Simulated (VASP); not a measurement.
# TaBiO (P4/mmm) in VASP: notebook

The runs below take TaBiO through single point, with PBE.

Program: VASP 6.6.1. These are calculated values, not measurements. Logs are shortened: lines on timing, memory, paths and dates and some standing lists are left out, and cuts for length are marked.

### Step 1. The cell of the first run

Symmetry: P4/mmm, No. 123, tetragonal system. Conventional cell: a = 3.068 Å, b = 3.068 Å, c = 5.787 Å, α = 90.00°, β = 90.00°, γ = 90.00°. Within 2.9 Å of Ta (site symmetry 4/mmm) lie 4 O at 2.17 Å. Within 3.8 Å of Bi (site symmetry 4/mmm) lie 2 O at 2.89 Å and 4 Bi at 3.07 Å and 8 Ta at 3.62 Å. Within 2.9 Å of O (site symmetry 4/mmm) lie 4 Ta at 2.17 Å and 2 Bi at 2.89 Å.

The cell was built from a structure type or drawn by symmetry, and may not be a known phase.

### Step 2. Single point, PBE

Contents of INCAR:

```
SYSTEM = TaBiO
ALGO = Normal ; EDIFF = 1E-6
ENCUT = 600 ; GGA = PE
GGA_COMPAT = .False. ; ISIF = 2
ISMEAR = 0 ; LASPH = .True.
LCHARG = .False. ; LREAL = .False.
LWAVE = .False. ; NBANDS = 23
NELM = 120 ; PREC = Accurate
SIGMA = 0.15
```

Contents of KPOINTS:

```
k-points
0
Gamma
  4 4 3
  0 0 0
```

Contents of POSCAR:

```
TaBiO
1.0
    2.1695928056     -2.1695931243      0.0000000000
    2.1695928056      2.1695931243      0.0000000000
    0.0000000000      0.0000000000      5.7874767009
Ta Bi O
1 1 1
Direct
    0.5000000000      0.5000000000      0.0000000000
    0.0000000000      0.0000000000      0.5000000000
    0.0000000000      0.0000000000      0.0000000000
```

Potentials or basis: VASP PAW PBE potentials, release 64 (Ta_pv, Bi_d, O).

On the command line:

```sh
cat potpaw_PBE.64/Ta_pv/POTCAR potpaw_PBE.64/Bi_d/POTCAR potpaw_PBE.64/O/POTCAR > POTCAR
mpirun -np 1 vasp_std > vasp.out
```

OUTCAR:

```text
SYSTEM = TaBiO
   EDIFF = 1E-6
   ENCUT = 600
   GGA = PE
   ISIF = 2
   ISMEAR = 0
   LASPH = .True.
   LREAL = .False.
   NELM = 120
   PREC = Accurate

 ion  position               nearest neighbor table
   1  0.500  0.500  0.000-   3 2.17   3 2.17   3 2.17   3 2.17   2 3.62   2 3.62   2 3.62   2 3.62
                             2 3.62   2 3.62   2 3.62   2 3.62
   2  0.000  0.000  0.500-   3 2.89   3 2.89   1 3.62   1 3.62   1 3.62   1 3.62   1 3.62   1 3.62
                             1 3.62   1 3.62
   3  0.000  0.000  0.000-   1 2.17   1 2.17   1 2.17   1 2.17   2 2.89   2 2.89

  LATTYP: Found a simple tetragonal cell.
 ALAT       =     3.0682677959
 C/A-ratio  =     1.8862358457

  Lattice vectors:

 A1 = (   2.1695928056,  -2.1695931243,   0.0000000000)
 A2 = (   2.1695928056,   2.1695931243,   0.0000000000)
 A3 = (   0.0000000000,   0.0000000000,   5.7874767009)

Analysis of symmetry for initial positions (statically):
=====================================================================
 Subroutine PRICEL returns:
 Original cell was already a primitive cell.

 Routine SETGRP: Setting up the symmetry group for a
 simple tetragonal supercell.

 Subroutine GETGRP returns: Found 16 space group operations
 (whereof 16 operations were pure point group operations)
 out of a pool of 16 trial point group operations.

The static configuration has the point symmetry D_4h.

Analysis of symmetry for dynamics (positions and initial velocities):
=====================================================================
 Subroutine PRICEL returns:
 Original cell was already a primitive cell.

 Routine SETGRP: Setting up the symmetry group for a
 simple tetragonal supercell.

 Subroutine GETGRP returns: Found 16 space group operations
 (whereof 16 operations were pure point group operations)
 out of a pool of 16 trial point group operations.

The dynamic configuration has the point symmetry D_4h.

 Subroutine INISYM returns: Found 16 space group operations
 (whereof 16 operations are pure point group operations),
 and found     1 'primitive' translations

----------------------------------------------------------------------------------------

                                     Primitive cell

  volume of cell :      54.4849

[... 71 lines left out ...]
   ISPIN  =      1    spin polarized calculation?
   LNONCOLLINEAR =      F non collinear calculations
   LSORBIT =      F    spin-orbit coupling
   LASPH  =      T    aspherical Exc in radial PAW
   ENCUT  =  600.0 eV  44.10 Ry    6.64 a.u.   6.13  6.13 11.56*2*pi/ulx,y,z
   NELM   =    120;   NELMIN=  2; NELMDL= -5     # of ELM steps
   EDIFF  = 0.1E-05   stopping-criterion for ELM
   LREAL  =      F    real-space projection
   EDIFFG = 0.1E-04   stopping-criterion for IOM
   NSW    =      0    number of steps for IOM
   IBRION =     -1    ionic relax: 0-MD 1-quasi-New 2-CG
   NFREE  =      0    steps in history (QN), initial steepest desc. (CG)
   ISIF   =      2    stress and relaxation
   ISYM   =      2    0-nonsym 1-usesym 2-fastsym
   POTIM  = 0.5000    time-step for ionic-motion
   TEBEG  =    0.0;   TEEND  =   0.0 temperature during run
   PSTRESS=    0.0 pullay stress
   NELECT =      32.0000    total number of electrons
   NUPDOWN=      -1.0000    fix difference up-down
   EMIN   =  10.00;   EMAX   =-10.00  energy-range for DOS
   EFERMI =   0.00;   METHOD = LEGACY
   ISMEAR =     0;   SIGMA  =   0.15  broadening in eV -4-tet -1-fermi 0-gaus
   EFERMI_NEDOS =   21; number of points for ismear=-14 and -15
   IALGO  =     38    algorithm
   IMIX   =      4    mixing-type and parameters
     AMIX     =   0.40;   BMIX     =  1.00
     AMIX_MAG =   1.60;   BMIX_MAG =  1.00
  volume/ion in A,a.u.               =      18.16       122.56
  Fermi-wavevector in a.u.,A,eV,Ry     =   1.370986  2.590787 25.573532  1.879602
  Thomas-Fermi vector in A             =   2.496723
   LORBIT       =      0    0 simple, 1 ext, 2 COOP (PROOUT), +10 PAW based schemes
   GGA     = PE    functional components
   LHFCALC =     F    Hartree Fock is set to
   AEXX    =    0.0000 exact exchange contribution
   IVDW    =     0    specifies the selected vdW correction
   LEPSILON=     F    determine dielectric tensor
   LRPA    =     F    only Hartree local field effects (RPA)
 non-spin polarized calculation
 Gauss-broadening in eV      SIGMA  =   0.15
  energy-cutoff  :      600.00
  volume of cell :       54.48
 maximum number of plane-waves:      1864
 NGX is ok and might be reduce to    28
   NGX = 13   NGY = 13   NGZ = 23

 number of electron      31.9999998 magnetization

 Free energy of the ion-electron system (eV)
  ---------------------------------------------------
  ext. energy  EPLUGINS =         0.00000000
  ---------------------------------------------------
  free energy    TOTEN  =       -21.94094009 eV

  energy without entropy =      -21.92723244  energy(sigma->0) =      -21.93408626

 E-fermi :   7.6705     XC(G=0): -11.4589

 val. band max:        7.6170955102   @ k =   0.2500   0.2500   0.0000
 cond. band min:       7.8858818570   @ k =   0.5000   0.5000   0.3333
 fundamental gap:      0.2687863468
 Fermi energy:         7.6704764844

 k-point     1 :       0.0000    0.0000    0.0000
  band No.  band energies     occupation
      1     -27.9695      2.00000
      2     -27.9695      2.00000
      3     -27.8787      2.00000
      4     -15.3503      2.00000
      5     -15.1783      2.00000
      6     -14.8849      2.00000
[... 301 lines left out ...]
     22      11.8954      0.00000
     23      14.0072      0.00000

------------------------ aborting loop because EDIFF is reached ----------------------------------------

  FORCE on cell =-STRESS in cart. coord.  units (eV):
  Direction    XX          YY          ZZ          XY          YZ          ZX
  --------------------------------------------------------------------------------------
  -------------------------------------------------------------------------------------
  Total        0.0287636      0.0287637      0.0342923      0.0000000     -0.0000000      0.0000000
  in kB        0.8458215      0.8458218      1.0083967      0.0000000     -0.0000000      0.0000000
  external PRESSURE =       0.9000133 kB  Pullay stress =       0.0000000 kB

 VOLUME and BASIS-vectors are now :
 -----------------------------------------------------------------------------
  energy-cutoff  :      600.00
  volume of cell :       54.48
      direct lattice vectors                 reciprocal lattice vectors
     2.169592806 -2.169593124  0.000000000     0.230457991 -0.230457957  0.000000000
     2.169592806  2.169593124  0.000000000     0.230457991  0.230457957  0.000000000
     0.000000000  0.000000000  5.787476701     0.000000000  0.000000000  0.172786873

 POSITION                                       TOTAL-FORCE (eV/Angst)
 -----------------------------------------------------------------------------------
      2.16959      0.00000      0.00000        -0.000000     -0.000000      0.000000
      0.00000      0.00000      2.89374         0.000000      0.000000      0.000000
      0.00000      0.00000      0.00000         0.000000      0.000000      0.000000
 -----------------------------------------------------------------------------------
    total drift:                                0.000000      0.000000     -0.000000

  FREE ENERGIE OF THE ION-ELECTRON SYSTEM (eV)
  ---------------------------------------------------
  free  energy   TOTEN  =       -21.9409400883 eV

  energy  without entropy=      -21.9272324391  energy(sigma->0) =      -21.93408626
```

OSZICAR:

```text
N       E                     dE             d eps       ncg     rms          rms(c)
DAV:   1     0.319982736948E+03    0.31998E+03   -0.18462E+04   552   0.182E+03
DAV:   2     0.135817522332E+01   -0.31862E+03   -0.30371E+03   580   0.476E+02
DAV:   3    -0.239525043510E+02   -0.25311E+02   -0.24193E+02   685   0.124E+02
DAV:   4    -0.247694264495E+02   -0.81692E+00   -0.81060E+00   629   0.230E+01
DAV:   5    -0.247948522544E+02   -0.25426E-01   -0.25424E-01   762   0.411E+00    0.166E+01
DAV:   6    -0.222350069142E+02    0.25598E+01   -0.96223E+00   688   0.235E+01    0.718E+00
DAV:   7    -0.219811088502E+02    0.25390E+00   -0.10599E+00   608   0.767E+00    0.513E+00
DAV:   8    -0.219484878441E+02    0.32621E-01   -0.23076E-01   589   0.412E+00    0.104E+00
DAV:   9    -0.219412109148E+02    0.72769E-02   -0.17853E-02   616   0.126E+00    0.164E-01
DAV:  10    -0.219409151507E+02    0.29576E-03   -0.23919E-03   727   0.457E-01    0.103E-01
DAV:  11    -0.219409440915E+02   -0.28941E-04   -0.18978E-04   644   0.111E-01    0.308E-02
DAV:  12    -0.219409431518E+02    0.93969E-06   -0.49110E-05   694   0.638E-02    0.148E-02
DAV:  13    -0.219409401853E+02    0.29666E-05   -0.80079E-06   533   0.245E-02    0.250E-03
DAV:  14    -0.219409400883E+02    0.96983E-07   -0.11537E-06   445   0.847E-03
   1 F= -.21940940E+02 E0= -.21934086E+02  d E =-.137076E-01
```

Wall time 10 s (1 thread of Intel Xeon 6975P-C (Granite Rapids), shared host); peak memory 0.19 GiB.

What came out:

```
Free energy            : -21.9409 eV
Pressure               : 0.1 GPa
Band gap on the k mesh : zero (bands 16 and 17 overlap by 2.90 eV)
```

Levels at points of the mesh, in eV from the Fermi level:
| k point | band 14 | band 15 | band 16 | band 17 | band 18 | band 19 |
| --- | --- | --- | --- | --- | --- | --- |
| (0.00, 0.00, 0.00) | -3.27 | -1.20 | -0.24 | 1.43 | 1.43 | 1.74 |
| (0.50, 0.00, 0.00) | -5.30 | 0.42 | 1.41 | 1.92 | 2.15 | 2.26 |
| (0.50, 0.50, 0.00) | -2.56 | -2.56 | -1.49 | -1.49 | -0.15 | 3.49 |

Caveat: the k points lie up to 0.51 Å⁻¹ apart, too coarse for converged energies and pressures of a metal; spin-orbit coupling is left out, which moves the levels of the heavy elements.

### Step 3. Single point, PBE

This run uses another cell than the first one, of 18.80 Å³/atom.

Contents of INCAR:

```
SYSTEM = TaBiO
PREC     = Accurate       ! precision mode
ENCUT    = 600            ! plane-wave cutoff, eV
EDIFF    = 1E-6           ! SCF threshold, eV
ISMEAR   = 0              ! smearing method
SIGMA    = 0.15           ! smearing width, eV
LREAL    = .FALSE.        ! projectors in reciprocal space
LASPH    = .TRUE.         ! aspherical terms in the spheres
NELM     = 120            ! most SCF steps
ALGO     = Normal         ! electronic algorithm
ISIF     = 2              ! what is computed and relaxed
LWAVE    = .FALSE.        ! write WAVECAR
LCHARG   = .FALSE.        ! write CHGCAR
GGA      = PE             ! functional
NBANDS   = 23             ! bands
GGA_COMPAT= .FALSE.
```

Contents of KPOINTS:

```
Automatic mesh
0
G
  5 5 3
  0 0 0
```

Contents of POSCAR:

```
TaBiO
1.0
    3.0315612672      0.0000000000      0.0000000000
    0.0000000000      3.0315612672      0.0000000000
    0.0000000000      0.0000000000      6.1366211871
Ta Bi O
1 1 1
Direct
    0.5000000000      0.5000000000      0.0000000000
    0.5000000000      0.5000000000      0.5000000000
    0.0000000000      0.0000000000      0.0000000000
```

Potentials or basis: VASP PAW PBE potentials, release 64 (Ta_pv, Bi_d, O).

On the command line:

```sh
cat potpaw_PBE.64/Ta_pv/POTCAR potpaw_PBE.64/Bi_d/POTCAR potpaw_PBE.64/O/POTCAR > POTCAR
mpirun -np 1 vasp_std > vasp.out
```

Run time: 7.2 s. Hardware: 1 thread of Intel Xeon 6975P-C (Granite Rapids), shared host; peak memory 0.18 GiB.

It converged, with:

```yaml
Free_energy: -22.9565 eV
Pressure: 0.1 GPa
Band_gap_on_the_k_mesh: zero (bands 16 and 17 overlap by 2.35 eV)
```

Stress tensor (GPa, compression positive):
```
 0.23  0.00  0.00
 0.00  0.23  0.00
 0.00  0.00 -0.02
```

Levels at points of the mesh, in eV from the Fermi level:
```
           k point  band 14  band 15  band 16  band 17  band 18  band 19
(0.00, 0.00, 0.00)    -3.43    -2.68    -0.85     1.38     1.38     1.84
```

Caveat: the k points lie up to 0.41 Å⁻¹ apart, too coarse for converged energies and pressures of a metal; spin-orbit coupling is left out, which moves the levels of the heavy elements.

### Step 4. Single point, PBE

This run uses another cell than the first one, of 18.48 Å³/atom.

Contents of INCAR:

```
SYSTEM = TaBiO
ALGO = Normal
EDIFF = 1E-6
ENCUT = 600
GGA = PE
GGA_COMPAT = .False.
ISIF = 2
ISMEAR = 0
LASPH = .True.
LCHARG = .False.
LREAL = .False.
LWAVE = .False.
NBANDS = 23
NELM = 120
PREC = Accurate
SIGMA = 0.15
```

Contents of KPOINTS:

```
k-points
0
Gamma
  4 4 3
  0 0 0
```

Contents of POSCAR:

```
TaBiO
1.0
    3.0686594183      0.0000000000      0.0000000000
    0.0000000000      3.0686594183      0.0000000000
    0.0000000000      0.0000000000      5.8889617427
Ta Bi O
1 1 1
Direct
    0.0000000000      0.0000000000      0.0000000000
    0.0000000000      0.0000000000      0.5000000000
    0.5000000000      0.5000000000      0.0000000000
```

On the command line:

```sh
cat potpaw_PBE.64/Ta_pv/POTCAR potpaw_PBE.64/Bi_d/POTCAR potpaw_PBE.64/O/POTCAR > POTCAR
mpirun -np 1 vasp_std > vasp.out
```

It took 9.3 s on 1 thread of Intel Xeon 6975P-C (Granite Rapids), shared host; peak memory 0.19 GiB.

Results (log left out):

```
Free energy            : -22.7554 eV
Pressure               : -0.1 GPa
Band gap on the k mesh : zero (bands 16 and 17 overlap by 2.82 eV)
```

Stress tensor (GPa, compression positive):
```
 0.14  0.00  0.00
 0.00  0.14  0.00
 0.00  0.00 -0.52
```

Levels at points of the mesh, in eV from the Fermi level:
```
           k point  band 14  band 15  band 16  band 17  band 18  band 19
(0.00, 0.00, 0.00)    -3.48    -2.21    -0.31     1.10     1.10     1.43
(0.50, 0.00, 0.00)    -4.97    -1.64     0.72     0.85     1.57     1.89
(0.50, 0.50, 0.00)    -2.64    -2.64    -1.72    -1.72     0.97     1.60
```

Caveat: the k points lie up to 0.51 Å⁻¹ apart, too coarse for converged energies and pressures of a metal; spin-orbit coupling is left out, which moves the levels of the heavy elements.

### Step 5. Single point, PBE

This run uses another cell than the first one, of 19.79 Å³/atom.

Contents of INCAR:

```
SYSTEM = TaBiO
PREC     = Accurate       ! precision mode
ENCUT    = 600            ! plane-wave cutoff, eV
EDIFF    = 1E-6           ! SCF threshold, eV
ISMEAR   = 0              ! smearing method
SIGMA    = 0.15           ! smearing width, eV
LREAL    = .FALSE.        ! projectors in reciprocal space
LASPH    = .TRUE.         ! aspherical terms in the spheres
NELM     = 120            ! most SCF steps
ALGO     = Normal         ! electronic algorithm
ISIF     = 2              ! what is computed and relaxed
LWAVE    = .FALSE.        ! write WAVECAR
LCHARG   = .TRUE.         ! write CHGCAR
GGA      = PE             ! functional
LELF     = .TRUE.         ! ELF
LVHAR    = .TRUE.       
NBANDS   = 23             ! bands
GGA_COMPAT= .FALSE.
```

Contents of KPOINTS:

```
regular mesh
0
G
  4 4 3
  0 0 0
```

Contents of POSCAR:

```
TaBiO
1.0
    3.9076734478      0.0000000000      0.0000000000
    0.0000000000      3.9076734478      0.0000000000
    0.0000000000      0.0000000000      3.8887197442
Ta Bi O
1 1 1
Direct
    0.5000000000      0.5000000000      0.5000000000
    0.0000000000      0.0000000000      0.0000000000
    0.5000000000      0.5000000000      0.0000000000
```

On the command line:

```sh
cat potpaw_PBE.64/Ta_pv/POTCAR potpaw_PBE.64/Bi_d/POTCAR potpaw_PBE.64/O/POTCAR > POTCAR
mpirun -np 1 vasp_std > vasp.out
```

It took 8.1 s on 1 thread of Intel Xeon 6975P-C (Granite Rapids), shared host; peak memory 0.18 GiB.

Results (log left out):

* Free energy: -21.7184 eV
* Pressure: 0.2 GPa
* Band gap on the k mesh: zero (bands 16 and 17 overlap by 1.24 eV)

Stress tensor (GPa, compression positive):
```
0.03 0.00 0.00
0.00 0.03 0.00
0.00 0.00 0.67
```

Levels at points of the mesh, in eV from the Fermi level:
```
           k point  band 14  band 15  band 16  band 17  band 18  band 19
(0.00, 0.00, 0.00)    -1.49    -0.86     0.43     0.43     0.57     0.87
(0.50, 0.00, 0.00)    -4.38    -1.71    -1.58     0.45     1.27     3.10
(0.50, 0.50, 0.00)    -0.35    -0.35    -0.32    -0.32     0.52     1.45
```

Caveat: the k points lie up to 0.54 Å⁻¹ apart, too coarse for converged energies and pressures of a metal; spin-orbit coupling is left out, which moves the levels of the heavy elements.

### Step 6. The runs side by side

```csv
cell,k mesh,gap on the mesh (eV),pressure (GPa)
"a = 3.068, b = 3.068, c = 5.787 Å, 3 atoms, atomic positions A",4 × 4 × 3,none,0.1
"a = 3.032, b = 3.032, c = 6.137 Å, 3 atoms, atomic positions B",5 × 5 × 3,none,0.1
"a = 3.069, b = 3.069, c = 5.889 Å, 3 atoms, atomic positions B",4 × 4 × 3,none,-0.1
"a = 3.908, b = 3.908, c = 3.889 Å, 3 atoms, atomic positions C",4 × 4 × 3,none,0.2
```

Alike in all rows: task single point; level PBE; potentials or basis VASP PAW PBE potentials, release 64 (Ta_pv, Bi_d, O); no spin polarisation; cutoff (eV) 600; smearing gaussian 0.15 eV.

Caveats: all runs use coarse meshes; spin-orbit coupling is left out, which moves the levels of the heavy elements.

Absolute energies hang on the potentials; compare differences alone.
